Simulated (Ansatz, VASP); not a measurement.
## Be in VASP and in Ansatz

Contents of INCAR:

```
ALGO     = Normal         # electronic algorithm
EDIFF    = 1E-6           # SCF threshold, eV
ENCUT    = 520            # plane-wave cutoff, eV
GGA      = PE             # functional
ISIF     = 2              # what is computed and relaxed
ISMEAR   = -1             # smearing method
LASPH    = T              # aspherical terms in the spheres
LCHARG   = F              # write CHGCAR
LREAL    = F              # projectors in reciprocal space
LWAVE    = F              # write WAVECAR
NBANDS   = 9              # bands
NELM     = 80             # most SCF steps
PREC     = Accurate       # precision mode
SIGMA    = 0.08           # smearing width, eV
```

The input KPOINTS:

```
k-points
0
Gamma
  13 13 13
```

The input POSCAR:

```
Be
1.0
    0.0000000000      2.4484606479      2.4484606479
    2.4484606479      0.0000000000      2.4484606479
    2.4484606479      2.4484606479      0.0000000000
Be
2
Direct
    0.0000000000      0.0000000000      0.0000000000
    0.2500000000      0.2500000000      0.2500000000
```

Input for Ansatz:

```yaml
crystal:
  lattice:
    - [0.0, 2.4484606479, 2.4484606479]
    - [2.4484606479, 0.0, 2.4484606479]
    - [2.4484606479, 2.4484606479, 0.0]
  atoms:
    - { symbol: Be, position: [0.0, 0.0, 0.0] }
    - { symbol: Be, position: [0.25, 0.25, 0.25] }
kpoints:
  mp_grid: { grid: [13, 13, 13] }
  band_path:
    path:
      - [0.0, 0.0, 0.0]
      - [0.5, 0.0, 0.5]
      - [0.625, 0.25, 0.625]
      - [0.375, 0.375, 0.75]
      - [0.0, 0.0, 0.0]
      - [0.5, 0.5, 0.5]
      - [0.5, 0.25, 0.75]
      - [0.5, 0.0, 0.5]
    npoints: 14
scf:
  occupations: { method: fermi_dirac, width: 0.08 }
hamiltonian:
  xc: pbe
  pseudopotentials: { kind: all_electron, lapw: { basis_error: 0.00025 } }
output:
  forces: true
  stress: true
  eigenvalues: true
  populations: true
  dos: { projected: true, de: 0.2, e_range: [-14, 8] }
```

Alike in both runs: task single point; functional PBE; k mesh 13 × 13 × 13; occupations fermi-dirac, width 0.08 eV; no spin polarisation.

```csv
,VASP,Ansatz
version,VASP 6.6.1,Ansatz 0.2.0
potentials or method,"VASP PAW PBE potentials, release 64 (Be), cutoff 520 eV","all-electron LAPW, scalar-relativistic"
```

```csv
,VASP,Ansatz,Ansatz less VASP
pressure (GPa),0.0,0.0,-0.03
```

Ansatz ran all-electron here, and VASP with PAW potentials.
